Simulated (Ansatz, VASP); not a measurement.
# Two plane-wave programs on AlCo3

Contents of INCAR:

```
SYSTEM = AlCo3
PREC     = Accurate       ! precision mode
ENCUT    = 520            ! plane-wave cutoff, eV
EDIFF    = 1E-6           ! SCF threshold, eV
ISMEAR   = 0              ! smearing method
SIGMA    = 0.1            ! smearing width, eV
LREAL    = .False.        ! projectors in reciprocal space
LASPH    = .True.         ! aspherical terms in the spheres
NELM     = 150            ! most SCF steps
ALGO     = Fast           ! electronic algorithm
ISIF     = 2              ! what is computed and relaxed
LWAVE    = .False.        ! write WAVECAR
LCHARG   = .False.        ! write CHGCAR
ISPIN    = 2              ! spin polarisation
MAGMOM   = 0 1.45 1.45 1.45 ! initial moments
LORBIT   = 11             ! projections on sites
LMAXMIX  = 4              ! l up to which the mixer works
GGA      = PS             ! functional
NBANDS   = 27             ! bands
```

KPOINTS

```
regular mesh
0
Gamma
  12 12 12
  0 0 0
```

Contents of POSCAR:

```
AlCo3
1.0
    3.3820888790      0.0000000000      0.0000000000
    0.0000000000      3.3820888790      0.0000000000
    0.0000000000      0.0000000000      3.3820888790
Al Co
1 3
Direct
    0.0000000000      0.0000000000      0.0000000000
    0.5000000000      0.5000000000      0.0000000000
    0.5000000000      0.0000000000      0.5000000000
    0.0000000000      0.5000000000      0.5000000000
```

Input for Ansatz:

```yaml
crystal:
  lattice:
    - [3.382088879, 0.0, 0.0]
    - [0.0, 3.382088879, 0.0]
    - [0.0, 0.0, 3.382088879]
  atoms:
    - { symbol: Al, position: [0.0, 0.0, 0.0] }
    - { symbol: Co, position: [0.5, 0.5, 0.0], spin: 1.45 }
    - { symbol: Co, position: [0.5, 0.0, 0.5], spin: 1.45 }
    - { symbol: Co, position: [0.0, 0.5, 0.5], spin: 1.45 }
basis:
  ecutwfc: 420
kpoints:
  mp_grid: { grid: [12, 12, 12] }
hamiltonian:
  xc: pbesol
scf:
  occupations: { method: gaussian, width: 0.1 }
output:
  forces: true
  stress: true
  eigenvalues: true
  populations: true
magnetization:
  spin_polarized: true
```

Alike in both runs: task single point; functional PBEsol; k mesh 12 × 12 × 12; occupations gaussian, width 0.1 eV; collinear spin.

|  | VASP | Ansatz |
| --- | --- | --- |
| version | VASP 6.6.1 | Ansatz 0.2.0 |
| potentials or method | VASP PAW PBE potentials, release 64 (Al, Co), cutoff 520 eV | scalar-relativistic, plane waves, PAW |
| valence electrons in the cell | 30 | 54 |

```tsv
	VASP	Ansatz	Ansatz less VASP
gap on the k mesh at the Fermi level (eV)	none	none	-
pressure (GPa)	27.8	28.3	+0.51
net moment per atom (μB)	0.31	0.32	+0.012
size of the moment on the site where the two differ most (μB)	0.41	0.43	+0.018
```

VASP's potentials were made for PBE, not for PBEsol. Site moments also hang on the region over which each program counts them. A gap of «none» marks a metal or a gap that the smearing closes. The functional is the same, so the differences come from potentials, cutoffs and numerics. VASP's potentials hold 30 valence electrons a cell and Ansatz's 54, so a difference there can come from the potentials and not from the codes.
